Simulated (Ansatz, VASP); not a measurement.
# PtSe2: VASP beside Ansatz

```
CELL_PARAMETERS angstrom
3.70704 0.00000 0.00000
-1.85352 3.21039 0.00000
0.00000 0.00000 22.79816
ATOMIC_POSITIONS crystal
Se 0.66667 0.33333 0.19738
Se 0.33333 0.66667 0.31358
Se 0.66667 0.33333 0.47631
Se 0.00000 0.00000 0.59251
Pt 0.00000 0.00000 0.25548
Pt 0.33333 0.66667 0.53441
```

Alike in both runs: task single point; functional PBE; dispersion D3(BJ); k mesh 9 × 9 × 1; occupations gaussian, width 0.05 eV; no spin polarisation.

|  | VASP | Ansatz |
| --- | --- | --- |
| version | VASP 6.6.1 | Ansatz 0.2.0 |
| potentials or method | VASP PAW PBE potentials, release 64 (Se, Pt), cutoff 520 eV | scalar-relativistic, plane waves, PAW |
| valence electrons in the cell | 44 | 100 |

```csv
,VASP,Ansatz,Ansatz less VASP
gap on the k mesh at the Fermi level (eV),1.10,1.11,+0.008
least direct gap on the mesh (eV),1.29,1.29,+0.008
rms of the force components (eV/Å),0.037,0.037,+0.0002
```

VASP's potentials hold 44 valence electrons a cell and Ansatz's 100, so a difference there can come from the potentials and not from the codes.

Neither program's run includes spin-orbit coupling.
